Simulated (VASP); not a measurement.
Write the native input for VASP 6.6.1 that does the following.

```yaml
Task: single point
Functional: r2SCAN
Dispersion: D3(BJ)
Potentials_or_basis: VASP PAW PBE potentials, release 64 (Li_sv)
Cutoff: 520 eV
k_mesh: 2 × 2 × 2
Occupations: fermi-dirac, width 0.16 eV
Spin: no spin polarisation
Dipole_correction: no
Further_INCAR_settings: LREAL = Auto; ALGO = Normal; EDIFF = 1e-07; NBANDS = 38
```

Li:

```
CELL_PARAMETERS angstrom
6.98000 0.00000 0.00000
0.00000 6.98000 0.00000
0.00000 0.00000 6.98000
ATOMIC_POSITIONS crystal
Li 0.05467 0.96328 0.07074
Li 0.48961 0.01074 0.90801
Li 0.95188 0.48748 0.02473
Li 0.99530 0.93198 0.54639
Li 0.21864 0.34547 0.26385
Li 0.52755 0.44527 0.05509
Li 0.43268 0.05023 0.52881
Li 0.75947 0.24193 0.19378
Li 0.93672 0.59238 0.48878
Li 0.32576 0.73861 0.31610
Li 0.16788 0.29739 0.70865
Li 0.51401 0.44474 0.51759
Li 0.76635 0.70721 0.28887
Li 0.78888 0.29915 0.66643
Li 0.24119 0.72298 0.70845
Li 0.65451 0.74168 0.82128
```

The input as run:

POSCAR

```
Li
1.0
    6.9800000000      0.0000000000      0.0000000000
    0.0000000000      6.9800000000      0.0000000000
    0.0000000000      0.0000000000      6.9800000000
Li
16
Direct
    0.0546704871     -0.0367191977      0.0707449857
    0.4896131805      0.0107449857     -0.0919914040
   -0.0481232092      0.4874785100      0.0247277937
   -0.0046991404     -0.0680229226      0.5463896848
    0.2186389685      0.3454727794      0.2638538682
    0.5275501433      0.4452722063      0.0550859599
    0.4326790831      0.0502292264      0.5288108883
    0.7594699140      0.2419340974      0.1937822350
   -0.0632808023      0.5923782235      0.4887822350
    0.3257593123      0.7386103152      0.3161031519
    0.1678796562      0.2973925501      0.7086532951
    0.5140114613      0.4447421203      0.5175931232
    0.7663467049      0.7072063037      0.2888681948
    0.7888825215      0.2991547278      0.6664326648
    0.2411891117      0.7229799427      0.7084527221
    0.6545128940      0.7416762178      0.8212750716
```

INCAR.step1

```
ALGO = Normal
EDIFF = 1E-4
ENCUT = 520
GGA = PE
ISMEAR = -1
LASPH = True
LCHARG = False
LREAL = Auto
LWAVE = True
NBANDS = 38
NELM = 100
PREC = Accurate
SIGMA = 0.16
```

INCAR.step2

```
ALGO = Normal
EDIFF = 1E-7
ENCUT = 520
ISIF = 2
ISMEAR = -1
ISTART = 1
IVDW = 12
LASPH = True
LCHARG = False
LMIXTAU = True
LREAL = Auto
LWAVE = False
METAGGA = R2SCAN
NBANDS = 38
NELM = 100
PREC = Accurate
SIGMA = 0.16
VDW_A1 = 0.49484001
VDW_A2 = 5.73083694
VDW_S6 = 1.0
VDW_S8 = 0.78981345
```

KPOINTS

```
k-points
0
Gamma
  2 2 2
```

Potentials or basis: VASP PAW PBE potentials, release 64 (Li_sv).

Launch:

```console
$ cat potpaw_PBE.64/Li_sv/POTCAR > POTCAR
$ cp INCAR.step1 INCAR
$ mpirun -np 1 vasp_std > vasp.out
$ cp INCAR.step2 INCAR
$ mpirun -np 1 vasp_std > vasp.out
```

It gave:

| Quantity | Value |
| --- | --- |
| Largest force | 1.623 eV/Å |
| Band gap on the k mesh | zero (band 24 reaches 0.66 eV, above the bottom of band 25 at 0.02 eV) |
| Dispersion energy per atom | -0.076 eV |

Caveat: the k points lie up to 0.45 Å⁻¹ apart; the PAW data sets were made with another functional, which shifts forces and pressure a little.

Run time: 10 min on 1 thread of AMD EPYC 9R45 96-Core Processor (Zen 5), on a shared host, peak memory 0.41 GiB.
